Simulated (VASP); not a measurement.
# SiC (F-43m) in VASP: a series of runs

Aim: see how the results for SiC move with the level of theory and the settings. Levels: PBE, PBE-based screened hybrid. Tasks: single point.

All numbers are computed with VASP 6.6.1; they aren't measurements. Logs are shortened: lines on timing, memory, paths and dates and some standing lists are left out, and cuts for length are marked.

### Step 1. The cell of the first run

The structure is cubic, space group F-43m (No. 216). The conventional cell has a = 4.356 Å, b = 4.356 Å, c = 4.356 Å, α = 90.00°, β = 90.00°, γ = 90.00°. Within 2.5 Å of Si (site symmetry -43m) lie 4 C at 1.89 Å. C (site symmetry -43m) has 4 Si at 1.89 Å within 2.5 Å.

### Step 2. Single point, PBE

The input, INCAR:

```
PREC     = Accurate       # precision mode
ENCUT    = 520            # plane-wave cutoff, eV
EDIFF    = 1E-6           # SCF threshold, eV
ISMEAR   = 1              # smearing method
SIGMA    = 0.05           # smearing width, eV
LREAL    = F              # projectors in reciprocal space
LASPH    = T              # aspherical terms in the spheres
NELM     = 60             # most SCF steps
ALGO     = Normal         # electronic algorithm
ISIF     = 2              # what is computed and relaxed
LWAVE    = F              # write WAVECAR
LCHARG   = T              # write CHGCAR
GGA      = PE             # functional
LELF     = T              # ELF
LVHAR    = T            
NBANDS   = 11             # bands
```

The input, KPOINTS:

```
regular mesh
0
Gamma
  8 8 8
```

The input, POSCAR:

```
SiC
1.0
    0.0000000000      2.1780523476      2.1780523476
    2.1780523476      0.0000000000      2.1780523476
    2.1780523476      2.1780523476      0.0000000000
Si C
1 1
Direct
    0.0000000000      0.0000000000      0.0000000000
    0.2500000000      0.2500000000      0.2500000000
```

Potentials or basis: VASP PAW PBE potentials, release 64 (Si, C).

Command:

```
$ cat potpaw_PBE.64/Si/POTCAR potpaw_PBE.64/C/POTCAR > POTCAR
$ mpirun -np 1 vasp_std > vasp.out
```

OUTCAR:

```text
PREC = Accurate
   ENCUT = 520
   EDIFF = 1E-6
   ISMEAR = 1
   LREAL = F
   LASPH = T
   NELM = 60
   ISIF = 2
   GGA = PE

 ion  position               nearest neighbor table
   1  0.000  0.000  0.000-   2 1.89   2 1.89   2 1.89   2 1.89
   2  0.250  0.250  0.250-   1 1.89   1 1.89   1 1.89   1 1.89

  LATTYP: Found a face centered cubic cell.
 ALAT       =     4.3561046952

  Lattice vectors:

 A1 = (   0.0000000000,   2.1780523476,   2.1780523476)
 A2 = (   2.1780523476,   0.0000000000,   2.1780523476)
 A3 = (   2.1780523476,   2.1780523476,   0.0000000000)

Analysis of symmetry for initial positions (statically):
=====================================================================
 Subroutine PRICEL returns:
 Original cell was already a primitive cell.

 Routine SETGRP: Setting up the symmetry group for a
 face centered cubic supercell.

 Subroutine GETGRP returns: Found 24 space group operations
 (whereof 24 operations were pure point group operations)
 out of a pool of 48 trial point group operations.

The static configuration has the point symmetry T_d .

Analysis of symmetry for dynamics (positions and initial velocities):
=====================================================================
 Subroutine PRICEL returns:
 Original cell was already a primitive cell.

 Routine SETGRP: Setting up the symmetry group for a
 face centered cubic supercell.

 Subroutine GETGRP returns: Found 24 space group operations
 (whereof 24 operations were pure point group operations)
 out of a pool of 48 trial point group operations.

The dynamic configuration has the point symmetry T_d .

 Subroutine INISYM returns: Found 24 space group operations
 (whereof 24 operations are pure point group operations),
 and found     1 'primitive' translations

----------------------------------------------------------------------------------------

                                     Primitive cell

  volume of cell :      20.6650

  direct lattice vectors                    reciprocal lattice vectors
     0.000000000  2.178052348  2.178052348    -0.229562894  0.229562894  0.229562894
     2.178052348  0.000000000  2.178052348     0.229562894 -0.229562894  0.229562894
     2.178052348  2.178052348  0.000000000     0.229562894  0.229562894 -0.229562894

  length of vectors
     3.080231170  3.080231170  3.080231170     0.397614596  0.397614596  0.397614596

  position of ions in fractional coordinates (direct lattice)
     0.000000000  0.000000000  0.000000000
     0.250000000  0.250000000  0.250000000

  ion indices of the primitive-cell ions
   primitive index   ion index
                 1           1
                 2           2

----------------------------------------------------------------------------------------

 KPOINTS: regular mesh

Automatic generation of k-mesh.
 Grid dimensions read from file:
 generate k-points for:    8    8    8

 Generating k-lattice:

  Cartesian coordinates                     Fractional coordinates (reciprocal lattice)
    -0.028695362  0.028695362  0.028695362     0.125000000  0.000000000  0.000000000
     0.028695362 -0.028695362  0.028695362     0.000000000  0.125000000  0.000000000
     0.028695362  0.028695362 -0.028695362     0.000000000  0.000000000  0.125000000

  Length of vectors
     0.049701824  0.049701824  0.049701824

  Shift w.r.t. Gamma in fractional coordinates (k-lattice)
     0.000000000  0.000000000  0.000000000

 Subroutine IBZKPT returns following result:
 ===========================================

 Found     29 irreducible k-points:

 Following reciprocal coordinates:
            Coordinates               Weight
  0.000000  0.000000  0.000000      1.000000
  0.125000  0.000000  0.000000      8.000000
  0.250000  0.000000  0.000000      8.000000
  0.375000  0.000000  0.000000      8.000000
  0.500000  0.000000  0.000000      4.000000
  0.125000  0.125000  0.000000      6.000000
[... 16 lines left out ...]
  0.500000  0.250000  0.125000     48.000000
 -0.375000  0.250000  0.125000     24.000000
 [... further k-points ...]
   k-points           NKPTS =     29   k-points in BZ     NKDIM =     29   number of bands    NBANDS=     11
   number of dos      NEDOS =    301   number of ions     NIONS =      2
   total plane-waves  NPLWV =  13824
   dimension x,y,z NGX =    24 NGY =   24 NGZ =   24
   dimension x,y,z NGXF=    48 NGYF=   48 NGZF=   48
   ions per type =               1   1
   NGX,Y,Z   is equivalent  to a cutoff of  12.95, 12.95, 12.95 a.u.
   NGXF,Y,Z  is equivalent  to a cutoff of  25.91, 25.91, 25.91 a.u.
 SYSTEM =  unknown system
   PREC   = accura    normal or accurate (medium, high low for compatibility)
   ISTART =      0    job   : 0-new  1-cont  2-samecut
   ICHARG =      2    charge: 1-file 2-atom 10-const
   ISPIN  =      1    spin polarized calculation?
   LNONCOLLINEAR =      F non collinear calculations
   LSORBIT =      F    spin-orbit coupling
   LASPH  =      T    aspherical Exc in radial PAW
   ENCUT  =  520.0 eV  38.22 Ry    6.18 a.u.   5.73  5.73  5.73*2*pi/ulx,y,z
   NELM   =     60;   NELMIN=  2; NELMDL= -5     # of ELM steps
   EDIFF  = 0.1E-05   stopping-criterion for ELM
   LREAL  =      F    real-space projection
   EDIFFG = 0.1E-04   stopping-criterion for IOM
   NSW    =      0    number of steps for IOM
   IBRION =     -1    ionic relax: 0-MD 1-quasi-New 2-CG
   NFREE  =      0    steps in history (QN), initial steepest desc. (CG)
   ISIF   =      2    stress and relaxation
   ISYM   =      2    0-nonsym 1-usesym 2-fastsym
   POTIM  = 0.5000    time-step for ionic-motion
   TEBEG  =    0.0;   TEEND  =   0.0 temperature during run
   PSTRESS=    0.0 pullay stress
   NELECT =       8.0000    total number of electrons
   NUPDOWN=      -1.0000    fix difference up-down
   EMIN   =  10.00;   EMAX   =-10.00  energy-range for DOS
   EFERMI =   0.00;   METHOD = LEGACY
   ISMEAR =     1;   SIGMA  =   0.05  broadening in eV -4-tet -1-fermi 0-gaus
   EFERMI_NEDOS =   21; number of points for ismear=-14 and -15
   IALGO  =     38    algorithm
   IMIX   =      4    mixing-type and parameters
     AMIX     =   0.40;   BMIX     =  1.00
     AMIX_MAG =   1.60;   BMIX_MAG =  1.00
  volume/ion in A,a.u.               =      10.33        69.73
  Fermi-wavevector in a.u.,A,eV,Ry     =   1.193145  2.254717 19.369182  1.423595
  Thomas-Fermi vector in A             =   2.329166
   LORBIT       =      0    0 simple, 1 ext, 2 COOP (PROOUT), +10 PAW based schemes
   GGA     = PE    functional components
   LHFCALC =     F    Hartree Fock is set to
   AEXX    =    0.0000 exact exchange contribution
   IVDW    =     0    specifies the selected vdW correction
   LEPSILON=     F    determine dielectric tensor
   LRPA    =     F    only Hartree local field effects (RPA)
 non-spin polarized calculation
 Methfessel and Paxton  Order N= 1 SIGMA  =   0.05
  energy-cutoff  :      520.00
  volume of cell :       20.66
 maximum number of plane-waves:       568
   NGX = 11   NGY = 11   NGZ = 11

 number of electron       8.0000001 magnetization

 Free energy of the ion-electron system (eV)
  ---------------------------------------------------
  ext. energy  EPLUGINS =         0.00000000
  ---------------------------------------------------
  free energy    TOTEN  =       -15.05607382 eV

  energy without entropy =      -15.05609081  energy(sigma->0) =      -15.05607948

 E-fermi :   8.1647     XC(G=0): -11.3617

 val. band max:        8.1226118349   @ k =   0.0000   0.0000   0.0000
 cond. band min:       9.4774504254   @ k =   0.5000   0.5000   0.0000
 fundamental gap:      1.3548385906
 Fermi energy:         8.1647054626

 k-point     1 :       0.0000    0.0000    0.0000
  band No.  band energies     occupation
      1      -7.2914      2.00000
      2       8.1226      2.00000
      3       8.1226      2.00000
      4       8.1226      2.00000
      5      14.3716      0.00000
      6      15.4382      0.00000
      7      15.4382      0.00000
      8      15.4382      0.00000
      9      22.6359      0.00000
     10      22.6359      0.00000
     11      24.6226      0.00000

 k-point     2 :       0.1250    0.0000    0.0000
  band No.  band energies     occupation
      1      -6.9864      2.00000
      2       6.6386      2.00000
      3       7.9217      2.00000
      4       7.9217      2.00000
      5      14.6075      0.00000
      6      15.7900      0.00000
      7      15.7900      0.00000
      8      15.9673      0.00000
      9      21.4157      0.00000
     10      21.4157      0.00000
     11      24.1920      0.00000

 k-point     3 :       0.2500    0.0000    0.0000
  band No.  band energies     occupation
      1      -6.0946      2.00000
      2       3.8288      2.00000
      3       7.5167      2.00000
      4       7.5167      2.00000
      5      14.1234      0.00000
      6      16.0386      0.00000
      7      16.0386      0.00000
      8      17.4868      0.00000
      9      21.2470      0.00000
     10      21.2470      0.00000
     11      23.2747      0.00000

 k-point     4 :       0.3750    0.0000    0.0000
  band No.  band energies     occupation
      1      -4.7385      2.00000
      2       1.0882      2.00000
      3       7.1895      2.00000
      4       7.1895      2.00000
      5      13.7101      0.00000
      6      15.6087      0.00000
      7      15.6087      0.00000
      8      18.1528      0.00000
      9      23.2414      0.00000
     10      23.2414      0.00000
     11      23.6725      0.00000
[... 239 lines left out ...]
 k-point    22 :       0.3750    0.2500    0.1250
  band No.  band energies     occupation
      1      -5.3194      2.00000
      2       3.6371      2.00000
      3       5.2633      2.00000
      4       6.8489      2.00000
      5      13.4928      0.00000
      6      15.7596      0.00000
      7      16.6007      0.00000
      8      18.2032      0.00000
      9      20.3745      0.00000
     10      24.1342      0.00000
     11      27.5589      0.00000

 k-point    23 :       0.5000    0.2500    0.1250
  band No.  band energies     occupation
      1      -4.0169      2.00000
      2       1.6068      2.00000
      3       4.5244      2.00000
      4       6.1997      2.00000
      5      13.4306      0.00000
      6      15.7251      0.00000
      7      17.3321      0.00000
      8      18.5838      0.00000
      9      21.5199      0.00000
     10      24.6324      0.00000
     11      27.4718      0.00000

 k-point    24 :      -0.3750    0.2500    0.1250
  band No.  band energies     occupation
      1      -3.0709      2.00000
      2       0.2902      2.00000
      3       4.4129      2.00000
      4       5.8630      2.00000
      5      13.3730      0.00000
      6      15.4072      0.00000
      7      18.2823      0.00000
      8      19.1344      0.00000
      9      21.5583      0.00000
     10      24.3569      0.00000
     11      27.4653      0.00000

 [... further k-points ...]
[... 5 lines left out ...]
  --------------------------------------------------------------------------------------
  -------------------------------------------------------------------------------------
  Total        0.4531692      0.4531692      0.4531692     -0.0000000     -0.0000000     -0.0000000
  in kB       35.1346797     35.1346797     35.1346797     -0.0000000     -0.0000000     -0.0000000
  external PRESSURE =      35.1346797 kB  Pullay stress =       0.0000000 kB

 VOLUME and BASIS-vectors are now :
 -----------------------------------------------------------------------------
  energy-cutoff  :      520.00
  volume of cell :       20.66
      direct lattice vectors                 reciprocal lattice vectors
     0.000000000  2.178052348  2.178052348    -0.229562894  0.229562894  0.229562894
     2.178052348  0.000000000  2.178052348     0.229562894 -0.229562894  0.229562894
     2.178052348  2.178052348  0.000000000     0.229562894  0.229562894 -0.229562894

 POSITION                                       TOTAL-FORCE (eV/Angst)
 -----------------------------------------------------------------------------------
      0.00000      0.00000      0.00000         0.000000     -0.000000     -0.000000
      1.08903      1.08903      1.08903        -0.000000      0.000000      0.000000
 -----------------------------------------------------------------------------------
    total drift:                                0.000000      0.000000      0.000000

  FREE ENERGIE OF THE ION-ELECTRON SYSTEM (eV)
  ---------------------------------------------------
  free  energy   TOTEN  =       -15.0560738220 eV

  energy  without entropy=      -15.0560908091  energy(sigma->0) =      -15.05607948
```

Run time: 13 s. Hardware: 1 thread of AMD EPYC 7R43 (Zen 3), shared host; peak memory 0.1 GiB.

What came out:

| Quantity | Value |
| --- | --- |
| Free energy | -15.0561 eV |
| Pressure | 3.5 GPa |
| Band gap on the k mesh | 1.35 eV, indirect (least direct gap 4.54 eV) |

(Continued in part 2 of 2.)
